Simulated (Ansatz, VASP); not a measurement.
## Ta: VASP beside Ansatz

```xyz
3
Lattice="2.8753 0.0000 0.0000 -0.9584 2.7108 0.0000 0.0000 0.0000 20.6953" Properties=species:S:1:pos:R:3 pbc="T T T"
Ta    0.0000    0.0000    8.0794
Ta    0.9584    1.3554   10.3476
Ta    0.0000    0.0000   12.6159
```

Alike in both runs: functional PBE; k mesh 13 × 13 × 1; occupations fermi-dirac, width 0.1 eV; no spin polarisation.

Ansatz relaxed the structure, and its values are those at the end. VASP's run is a single point on that final structure, the one shown.

```csv
,VASP,Ansatz
version,VASP 6.6.1,Ansatz 0.2.0
potentials or method,"VASP PAW PBE potentials, release 64 (Ta_pv)","PAW with Ansatz's default frozen-core files, scalar-relativistic"
plane-wave cutoff (eV),400,420
valence electrons in the cell,33,39
```

|  | VASP | Ansatz | Ansatz less VASP |
| --- | --- | --- | --- |
| rms of the force components (eV/Å) | 0.002 | 0.004 | +0.0022 |

With one functional, cell and mesh, what is left measures potentials, basis and numerics. VASP's potentials hold 33 valence electrons a cell and Ansatz's 39, so a difference there can come from the potentials and not from the codes. Ansatz's warnings: stress scf threshold loose.

Spin-orbit coupling is off throughout.
